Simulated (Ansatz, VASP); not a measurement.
# Bi: VASP beside Ansatz

File INCAR:

```
  PREC = Accurate
  ENCUT = 520
  EDIFF = 1E-6
  ISMEAR = -1
  SIGMA = 0.1
  LREAL = False
  LASPH = True
  NELM = 100
  ALGO = Normal
  ISIF = 2
  LWAVE = False
  LCHARG = False
  GGA = PE
  NBANDS = 22
```

File KPOINTS:

```
Automatic mesh
0
Gamma
  12 12 12
```

POSCAR

```
Bi
1.0
    0.0000000000      3.7874071682      3.7874071682
    3.7874071682      0.0000000000      3.7874071682
    3.7874071682      3.7874071682      0.0000000000
Bi
2
Direct
    0.1250000000      0.1250000000      0.1250000000
    0.8750000000      0.8750000000      0.8750000000
```

Input for Ansatz:

```yaml
crystal:
  lattice:
    - [0.0, 3.7874071682, 3.7874071682]
    - [3.7874071682, 0.0, 3.7874071682]
    - [3.7874071682, 3.7874071682, 0.0]
  atoms:
    - { symbol: Bi, position: [0.125, 0.125, 0.125] }
    - { symbol: Bi, position: [0.875, 0.875, 0.875] }
hamiltonian:
  xc: pbe
  pseudopotentials:
    kind: paw
    azcp:
      Bi: "pseudopotentials/Bi.paw.azcp"
basis:
  ecutwfc: 420
  fft_grid_basis: typed
kpoints:
  mp_grid: { grid: [12, 12, 12], shift: [0, 0, 0] }
magnetization:
  spin_polarized: false
scf:
  occupations: { method: fermi_dirac, width: 0.1 }
output:
  stress: true
```

Alike in both runs: task single point; functional PBE; k mesh 12 × 12 × 12; occupations fermi-dirac, width 0.1 eV; no spin polarisation.

|  | VASP | Ansatz |
| --- | --- | --- |
| version | VASP 6.6.1 | Ansatz 0.2.0 |
| potentials or method | VASP PAW PBE potentials, release 64 (Bi_d), cutoff 520 eV | plane waves (420 eV) with PAW, scalar-relativistic |
| valence electrons in the cell | 30 | 30 |

|  | VASP | Ansatz | Ansatz less VASP |
| --- | --- | --- | --- |
| pressure (GPa) | -2.6 | -2.6 | +0.05 |

Spin-orbit coupling is off throughout.
